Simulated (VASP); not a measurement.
Ta, 1 atom in the cell. The structure is cubic, space group Im-3m (No. 229). The conventional cell has a = 3.244 Å, b = 3.244 Å, c = 3.244 Å, α = 90.00°, β = 90.00°, γ = 90.00°. Ta (site symmetry m-3m) has 14 Ta at 2.81 to 3.24 Å within 3.7 Å. 

| Property | Result |
| --- | --- |
| Program | VASP 6.6.1 |
| Task | single point |
| Functional | LDA |
| Potentials or basis | VASP PAW LDA potentials, release 64 (Ta_pv) |
| Cutoff | 520 eV |
| k mesh | 24 × 24 × 24 |
| Occupations | fermi-dirac, width 0.08 eV |
| Spin | no spin polarisation |
| Dipole correction | no |
| Further INCAR settings | ALGO = Normal; EDIFF = 1e-07; NBANDS = 12 |

Potentials or basis: VASP PAW LDA potentials, release 64 (Ta_pv).

Launch:

```sh
$ cat potpaw_LDA.64/Ta_pv/POTCAR > POTCAR
$ mpirun -np 1 vasp_std > vasp.out
```

Hardware: 1 thread of AMD EPYC 7R13, on a shared host.

Problem. How long does it take, and how much memory?

Solution. Run time: 110 s on 1 thread of AMD EPYC 7R13 (shared host), peak memory 0.17 GiB. Counts: scf iterations 11, k points 413.
